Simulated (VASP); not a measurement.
# ZrC (Fm-3m) in VASP: a series of runs, part 3 of 3

VASP 6.6.1. Earlier steps stand in the parts before.

## Step 6: Single point, PBE (volume scaled by 1.06)

File INCAR:

```
  ALGO = Normal
  EDIFF = 1E-6
  ENCUT = 520
  GGA = PE
  ISIF = 2
  ISMEAR = 0
  LASPH = True
  LCHARG = False
  LREAL = False
  LWAVE = False
  NBANDS = 15
  NELM = 80
  PREC = Accurate
  SIGMA = 0.1
```

File KPOINTS:

```
k-points
0
Gamma
  16 16 16
```

File POSCAR:

```
ZrC
1.0
    0.0000000000      2.4005739899      2.4005739899
    2.4005739899      0.0000000000      2.4005739899
    2.4005739899      2.4005739899      0.0000000000
Zr C
1 1
Direct
    0.5000000000      0.5000000000      0.5000000000
    0.0000000000      0.0000000000      0.0000000000
```

Potentials or basis: VASP PAW PBE potentials, release 64 (Zr_sv, C).

On the command line:

```sh
> cat potpaw_PBE.64/Zr_sv/POTCAR potpaw_PBE.64/C/POTCAR > POTCAR
> mpirun -np 1 vasp_std > vasp.out
```

OUTCAR:

```text
EDIFF = 1E-6
   ENCUT = 520
   GGA = PE
   ISIF = 2
   ISMEAR = 0
   LASPH = True
   LREAL = False
   NELM = 80
   PREC = Accurate

 ion  position               nearest neighbor table
   1  0.500  0.500  0.500-   2 2.40   2 2.40   2 2.40   2 2.40   2 2.40   2 2.40
   2  0.000  0.000  0.000-   1 2.40   1 2.40   1 2.40   1 2.40   1 2.40   1 2.40

  LATTYP: Found a face centered cubic cell.
 ALAT       =     4.8011479798

  Lattice vectors:

 A1 = (   0.0000000000,   2.4005739899,   2.4005739899)
 A2 = (   2.4005739899,   0.0000000000,   2.4005739899)
 A3 = (   2.4005739899,   2.4005739899,   0.0000000000)

Analysis of symmetry for initial positions (statically):
=====================================================================
 Subroutine PRICEL returns:
 Original cell was already a primitive cell.

 Routine SETGRP: Setting up the symmetry group for a
 face centered cubic supercell.

 Subroutine GETGRP returns: Found 48 space group operations
 (whereof 48 operations were pure point group operations)
 out of a pool of 48 trial point group operations.

The static configuration has the point symmetry O_h .

Analysis of symmetry for dynamics (positions and initial velocities):
=====================================================================
 Subroutine PRICEL returns:
 Original cell was already a primitive cell.

 Routine SETGRP: Setting up the symmetry group for a
 face centered cubic supercell.

 Subroutine GETGRP returns: Found 48 space group operations
 (whereof 48 operations were pure point group operations)
 out of a pool of 48 trial point group operations.

The dynamic configuration has the point symmetry O_h .

 Subroutine INISYM returns: Found 48 space group operations
 (whereof 48 operations are pure point group operations),
 and found     1 'primitive' translations

----------------------------------------------------------------------------------------

                                     Primitive cell

  volume of cell :      27.6678

  direct lattice vectors                    reciprocal lattice vectors
     0.000000000  2.400573990  2.400573990    -0.208283520  0.208283520  0.208283520
     2.400573990  0.000000000  2.400573990     0.208283520 -0.208283520  0.208283520
     2.400573990  2.400573990  0.000000000     0.208283520  0.208283520 -0.208283520

  length of vectors
     3.394924294  3.394924294  3.394924294     0.360757639  0.360757639  0.360757639

  position of ions in fractional coordinates (direct lattice)
     0.500000000  0.500000000  0.500000000
     0.000000000  0.000000000  0.000000000

  ion indices of the primitive-cell ions
   primitive index   ion index
                 1           1
                 2           2

----------------------------------------------------------------------------------------

 KPOINTS: k-points

Automatic generation of k-mesh.
 Grid dimensions read from file:
 generate k-points for:   16   16   16

 Generating k-lattice:

  Cartesian coordinates                     Fractional coordinates (reciprocal lattice)
    -0.013017720  0.013017720  0.013017720     0.062500000  0.000000000  0.000000000
     0.013017720 -0.013017720  0.013017720     0.000000000  0.062500000  0.000000000
     0.013017720  0.013017720 -0.013017720     0.000000000  0.000000000  0.062500000

  Length of vectors
     0.022547352  0.022547352  0.022547352

  Shift w.r.t. Gamma in fractional coordinates (k-lattice)
     0.000000000  0.000000000  0.000000000

 Subroutine IBZKPT returns following result:
 ===========================================

 Found    145 irreducible k-points:

 Following reciprocal coordinates:
            Coordinates               Weight
  0.000000  0.000000  0.000000      1.000000
  0.062500  0.000000  0.000000      8.000000
  0.125000  0.000000  0.000000      8.000000
  0.187500  0.000000  0.000000      8.000000
  0.250000  0.000000  0.000000      8.000000
  0.312500  0.000000  0.000000      8.000000
[... 16 lines left out ...]
 -0.125000  0.062500  0.000000     24.000000
 -0.062500  0.062500  0.000000     12.000000
 [... further k-points ...]
   k-points           NKPTS =    145   k-points in BZ     NKDIM =    145   number of bands    NBANDS=     15
   number of dos      NEDOS =    301   number of ions     NIONS =      2
   total plane-waves  NPLWV =  21952
   dimension x,y,z NGX =    28 NGY =   28 NGZ =   28
   dimension x,y,z NGXF=    56 NGYF=   56 NGZF=   56
   ions per type =               1   1
   NGX,Y,Z   is equivalent  to a cutoff of  13.71, 13.71, 13.71 a.u.
   NGXF,Y,Z  is equivalent  to a cutoff of  27.42, 27.42, 27.42 a.u.
 SYSTEM =  unknown system
   PREC   = accura    normal or accurate (medium, high low for compatibility)
   ISTART =      0    job   : 0-new  1-cont  2-samecut
   ICHARG =      2    charge: 1-file 2-atom 10-const
   ISPIN  =      1    spin polarized calculation?
   LNONCOLLINEAR =      F non collinear calculations
   LSORBIT =      F    spin-orbit coupling
   LASPH  =      T    aspherical Exc in radial PAW
   ENCUT  =  520.0 eV  38.22 Ry    6.18 a.u.   6.31  6.31  6.31*2*pi/ulx,y,z
   NELM   =     80;   NELMIN=  2; NELMDL= -5     # of ELM steps
   EDIFF  = 0.1E-05   stopping-criterion for ELM
   LREAL  =      F    real-space projection
   EDIFFG = 0.1E-04   stopping-criterion for IOM
   NSW    =      0    number of steps for IOM
   IBRION =     -1    ionic relax: 0-MD 1-quasi-New 2-CG
   NFREE  =      0    steps in history (QN), initial steepest desc. (CG)
   ISIF   =      2    stress and relaxation
   ISYM   =      2    0-nonsym 1-usesym 2-fastsym
   POTIM  = 0.5000    time-step for ionic-motion
   TEBEG  =    0.0;   TEEND  =   0.0 temperature during run
   PSTRESS=    0.0 pullay stress
   NELECT =      16.0000    total number of electrons
   NUPDOWN=      -1.0000    fix difference up-down
   EMIN   =  10.00;   EMAX   =-10.00  energy-range for DOS
   EFERMI =   0.00;   METHOD = LEGACY
   ISMEAR =     0;   SIGMA  =   0.10  broadening in eV -4-tet -1-fermi 0-gaus
   EFERMI_NEDOS =   21; number of points for ismear=-14 and -15
   IALGO  =     38    algorithm
   IMIX   =      4    mixing-type and parameters
     AMIX     =   0.40;   BMIX     =  1.00
     AMIX_MAG =   1.60;   BMIX_MAG =  1.00
  volume/ion in A,a.u.               =      13.83        93.36
  Fermi-wavevector in a.u.,A,eV,Ry     =   1.363923  2.577440 25.310713  1.860285
  Thomas-Fermi vector in A             =   2.490283
   LORBIT       =      0    0 simple, 1 ext, 2 COOP (PROOUT), +10 PAW based schemes
   GGA     = PE    functional components
   LHFCALC =     F    Hartree Fock is set to
   AEXX    =    0.0000 exact exchange contribution
   IVDW    =     0    specifies the selected vdW correction
   LEPSILON=     F    determine dielectric tensor
   LRPA    =     F    only Hartree local field effects (RPA)
 non-spin polarized calculation
 Gauss-broadening in eV      SIGMA  =   0.10
  energy-cutoff  :      520.00
  volume of cell :       27.67
 maximum number of plane-waves:       757
 NGX is ok and might be reduce to    28
   NGX = 13   NGY = 13   NGZ = 13

 number of electron      16.0000000 magnetization

 Free energy of the ion-electron system (eV)
  ---------------------------------------------------
  ext. energy  EPLUGINS =         0.00000000
  ---------------------------------------------------
  free energy    TOTEN  =       -19.40608503 eV

  energy without entropy =      -19.40393275  energy(sigma->0) =      -19.40500889

 E-fermi :   8.8909     XC(G=0): -11.8221

 val. band max:        8.8647151619   @ k =   0.1250   0.1250   0.0000
 cond. band min:       8.8969970088   @ k =  -0.0625   0.0625   0.0000
 fundamental gap:      0.0322818470
 Fermi energy:         8.8909387750

 k-point     1 :       0.0000    0.0000    0.0000
  band No.  band energies     occupation
      1     -39.4591      2.00000
      2     -17.2047      2.00000
      3     -17.2047      2.00000
      4     -17.2047      2.00000
      5      -2.1787      2.00000
      6       9.8164      0.00000
      7       9.8164      0.00000
      8       9.8165      0.00000
      9       9.9631      0.00000
     10       9.9631      0.00000
     11       9.9631      0.00000
     12      11.5250      0.00000
     13      11.5250      0.00000
     14      15.4971      0.00000
     15      19.2381      0.00000
[... 397 lines left out ...]
 k-point    24 :      -0.0625    0.0625    0.0000
  band No.  band energies     occupation
      1     -39.4517      2.00000
      2     -17.2697      2.00000
      3     -17.2223      2.00000
      4     -17.2063      2.00000
      5      -1.9690      2.00000
      6       8.5409      2.00000
      7       8.7612      1.93352
      8       8.8970      0.93172
      9      10.0957      0.00000
     10      10.6694      0.00000
     11      10.7687      0.00000
     12      12.1032      0.00000
     13      12.9170      0.00000
     14      16.0180      0.00000
     15      19.8127      0.00000

 [... further k-points ...]
[... 5 lines left out ...]
  --------------------------------------------------------------------------------------
  -------------------------------------------------------------------------------------
  Total       -1.9528630     -1.9528630     -1.9528630      0.0000000     -0.0000000      0.0000000
  in kB     -113.0855376   -113.0855376   -113.0855376      0.0000000     -0.0000000      0.0000000
  external PRESSURE =    -113.0855376 kB  Pullay stress =       0.0000000 kB

 VOLUME and BASIS-vectors are now :
 -----------------------------------------------------------------------------
  energy-cutoff  :      520.00
  volume of cell :       27.67
      direct lattice vectors                 reciprocal lattice vectors
     0.000000000  2.400573990  2.400573990    -0.208283520  0.208283520  0.208283520
     2.400573990  0.000000000  2.400573990     0.208283520 -0.208283520  0.208283520
     2.400573990  2.400573990  0.000000000     0.208283520  0.208283520 -0.208283520

 POSITION                                       TOTAL-FORCE (eV/Angst)
 -----------------------------------------------------------------------------------
      2.40057      2.40057      2.40057        -0.000000      0.000000      0.000000
      0.00000      0.00000      0.00000         0.000000     -0.000000     -0.000000
 -----------------------------------------------------------------------------------
    total drift:                                0.000000      0.000000      0.000000

  FREE ENERGIE OF THE ION-ELECTRON SYSTEM (eV)
  ---------------------------------------------------
  free  energy   TOTEN  =       -19.4060850342 eV

  energy  without entropy=      -19.4039327528  energy(sigma->0) =      -19.40500889
```

OSZICAR:

```text
N       E                     dE             d eps       ncg     rms          rms(c)
DAV:   1     0.995531160308E+02    0.99553E+02   -0.85195E+03  4366   0.107E+03
DAV:   2    -0.166589160731E+02   -0.11621E+03   -0.10869E+03  5540   0.285E+02
DAV:   3    -0.228654710555E+02   -0.62066E+01   -0.61688E+01  7359   0.547E+01
DAV:   4    -0.229664359591E+02   -0.10096E+00   -0.10090E+00  5308   0.539E+00
DAV:   5    -0.229678126818E+02   -0.13767E-02   -0.13767E-02  5654   0.512E-01    0.181E+01
DAV:   6    -0.195745876618E+02    0.33932E+01   -0.67285E+00  5091   0.226E+01    0.613E+00
DAV:   7    -0.194279646457E+02    0.14662E+00   -0.68479E-01  4978   0.614E+00    0.533E+00
DAV:   8    -0.194550561220E+02   -0.27091E-01   -0.43307E-01  5199   0.510E+00    0.505E+00
DAV:   9    -0.194072140717E+02    0.47842E-01   -0.86085E-02  4728   0.216E+00    0.860E-01
DAV:  10    -0.194060889171E+02    0.11252E-02   -0.60844E-03  5708   0.643E-01    0.360E-02
DAV:  11    -0.194060927228E+02   -0.38057E-05   -0.14082E-04  5096   0.103E-01    0.533E-02
DAV:  12    -0.194060863946E+02    0.63282E-05   -0.61381E-06  5591   0.192E-02    0.157E-02
DAV:  13    -0.194060851092E+02    0.12854E-05   -0.22307E-06  5351   0.919E-03    0.355E-03
DAV:  14    -0.194060850342E+02    0.74952E-07   -0.98508E-08  2805   0.203E-03
   1 F= -.19406085E+02 E0= -.19405009E+02  d E =-.215228E-02
```

stdout:

```text
POSCAR found type information on POSCAR ZrC
 POSCAR found :  2 types and       2 ions
 scaLAPACK will be used
 LDA part: xc-table for (Slater+PW92), standard interpolation
 POSCAR, INCAR and KPOINTS ok, starting setup
 FFT: planning ... GRIDC
 FFT: planning ... GRID_SOFT
 FFT: planning ... GRID
 WAVECAR not read
 entering main loop
```

Run time: 29 s. Hardware: 1 thread of Intel Xeon 6975P-C (Granite Rapids), shared host; peak memory 0.2 GiB.

What came out:

* Free energy: -19.4061 eV
* Pressure: -11.3 GPa
* Band gap on the k mesh: zero (band 8 reaches 9.82 eV, above the bottom of band 9 at 8.54 eV)

Levels at points of the mesh, in eV from the Fermi level:
```csv
k point,band 4,band 5,band 6,band 7,band 8,band 9,band 10,band 11,band 12,band 13
"(0.00, 0.00, 0.00)",-26.10,-11.07,0.93,0.93,0.93,1.07,1.07,1.07,2.63,2.63
"(0.50, 0.00, 0.00)",-26.16,-8.30,-5.04,-2.72,-2.72,4.17,4.17,4.95,6.26,9.41
"(0.50, 0.50, 0.00)",-26.32,-9.88,-2.13,-1.56,0.01,0.01,4.12,5.22,5.22,7.23
```

## Step 7: Summary

| cell | gap on the mesh (eV) | pressure (GPa) |
| --- | --- | --- |
| a = 3.262 Å, angles 60.0°, 2 atoms | none | 15.8 |
| a = 3.296 Å, angles 60.0°, 2 atoms | none | 7.4 |
| a = 3.330 Å, angles 60.0°, 2 atoms | none | 0.2 |
| a = 3.363 Å, angles 60.0°, 2 atoms | none | -6.0 |
| a = 3.395 Å, angles 60.0°, 2 atoms | none | -11.3 |

Alike in all rows: task single point; level PBE; potentials or basis VASP PAW PBE potentials, release 64 (Zr_sv, C); no spin polarisation; k mesh 16 × 16 × 16; cutoff (eV) 520; smearing gaussian 0.1 eV.

Absolute energies hang on the potentials; compare differences alone.
